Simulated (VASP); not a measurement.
The system is MnAs.

```xyz
4
Lattice="3.7100 0.0000 0.0000 -1.8550 3.2130 0.0000 0.0000 0.0000 5.6910" Properties=species:S:1:pos:R:3 pbc="T T T"
As    1.8550    1.0710    4.2683
As    0.0000    2.1420    1.4227
Mn    0.0000    0.0000    2.8455
Mn    0.0000    0.0000    0.0000
```

Program: VASP 6.6.1. Alike in all runs: task single point; potentials or basis VASP PAW PBE potentials, release 64 (As, Mn_pv); cell as given; cutoff (eV) 520.

Q: Order these runs on this cell by their pressure, lowest first.
A. level PBE-based screened hybrid with 25 % exact exchange; spin collinear, ferromagnetic start; k mesh 4 × 4 × 3; smearing fermi-dirac 0.05 eV; grid for exact exchange (PRECFOCK) Normal; share of exact exchange 0.25; screening parameter 0.2 1/Å
B. level PBEsol; spin non-collinear, typed start, SOC; k mesh 6 × 6 × 4; smearing fermi-dirac 0.05 eV
C. level PBEsol; spin collinear, ferromagnetic start; fixed moment (μB) 16.0; k mesh 7 × 7 × 4; smearing fermi-dirac 0.05 eV
D. level PBE; spin collinear, ferromagnetic start; k mesh 8 × 8 × 5; smearing gaussian 0.019 eV

A: B (-8.6 GPa), D (-3.2 GPa), A (9.2 GPa), C (61.7 GPa).

Caveats: some runs use coarse meshes; the PAW data sets were made with another functional, which shifts forces and pressure a little (at least some runs); the cell stands under tension (at least some runs); the cell stands under pressure (at least some runs); the total moment is fixed, so each spin has its own Fermi level (at least some runs).
